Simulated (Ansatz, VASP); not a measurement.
## Two plane-wave programs on CsCl

```
CELL_PARAMETERS angstrom
4.05615 0.00000 0.00000
0.00000 4.05615 0.00000
0.00000 0.00000 4.05615
ATOMIC_POSITIONS crystal
Cs 0.00000 0.00000 0.00000
Cl 0.50000 0.50000 0.50000
```

Alike in both runs: task single point; functional r2SCAN; k mesh 6 × 6 × 6; no spin polarisation.

|  | VASP | Ansatz |
| --- | --- | --- |
| version | VASP 6.6.1 | Ansatz 0.2.0 |
| potentials or method | VASP PAW PBE potentials, release 64 (Cs_sv, Cl) | plane waves, PAW |
| plane-wave cutoff (eV) | 550 | 500 |
| occupations | gaussian, width 0.01 eV | fixed |
| valence electrons in the cell | 16 | 16 |

VASP gave:

| Item | Value |
| --- | --- |
| gap on the k mesh at the Fermi level (eV) | 5.85 |
| pressure (GPa) | 1.4 |

Q: What did Ansatz give for the same quantities?

A: gap on the k mesh at the Fermi level (eV): 5.85; pressure (GPa): 1.3.

VASP's potentials were made for PBE, not for r2SCAN.

Neither program's run includes spin-orbit coupling.
